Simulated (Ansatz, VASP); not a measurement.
**Cu: VASP beside Ansatz**

INCAR

```
  PREC = Accurate
  ENCUT = 600
  EDIFF = 1E-6
  ISMEAR = -1
  SIGMA = 0.15
  LREAL = F
  LASPH = T
  NELM = 100
  ALGO = Normal
  ISIF = 3
  LWAVE = F
  LCHARG = F
  GGA = PS
  IBRION = 2
  NSW = 80
  EDIFFG = -0.001
```

File KPOINTS:

```
regular mesh
0
Gamma
  20 20 20
```

File POSCAR:

```
Cu
1.0
    0.0000000000      1.7816860421      1.7816860421
    1.7816860421      0.0000000000      1.7816860421
    1.7816860421      1.7816860421      0.0000000000
Cu
1
Direct
    0.0000000000      0.0000000000      0.0000000000
```

Input for Ansatz:

```yaml
crystal:
  lattice:
    - [0.0, 1.7816860418, 1.7816860418]
    - [1.7816860418, 0.0, 1.7816860418]
    - [1.7816860418, 1.7816860418, 0.0]
  atoms:
    - { symbol: Cu, position: [0.0, 0.0, 0.0] }
basis:
  ecutwfc: 420
kpoints:
  mp_grid: { grid: [20, 20, 20] }
hamiltonian:
  xc: pbesol
scf:
  occupations: { method: fermi_dirac, width: 0.15 }
output:
  forces: true
  stress: true
  eigenvalues: true
  write_density: true
  write_potential: true
  elf: true
  volumetric_format: npy
relax:
  adjacent_minimum: "off"
  f_tol: 0.001
  max_steps: 60
  cell: { stress_tol: 0.01 }
```

Alike in both runs: task relaxation of cell and atoms; functional PBEsol; k mesh 20 × 20 × 20; occupations fermi-dirac, width 0.15 eV; no spin polarisation.

|  | VASP | Ansatz |
| --- | --- | --- |
| version | VASP 6.6.1 | Ansatz 0.2.0 |
| potentials or method | VASP PAW PBE potentials, release 64 (Cu), cutoff 600 eV | scalar-relativistic, plane waves, PAW |
| valence electrons in the cell | 11 | 19 |

```tsv
	VASP	Ansatz	Ansatz less VASP
gap on the k mesh at the Fermi level, each at its own relaxed structure (eV)	none	none	-
relaxed volume (Å³/atom)	11.37	11.32	-0.052
relaxed cell length with the largest relative difference (Å)	2.524	2.520	-0.0038
```

VASP's potentials were made for PBE, not for PBEsol. A gap of «none» marks a metal or a gap that the smearing closes. VASP's potentials hold 11 valence electrons a cell and Ansatz's 19, so a difference there can come from the potentials and not from the codes.
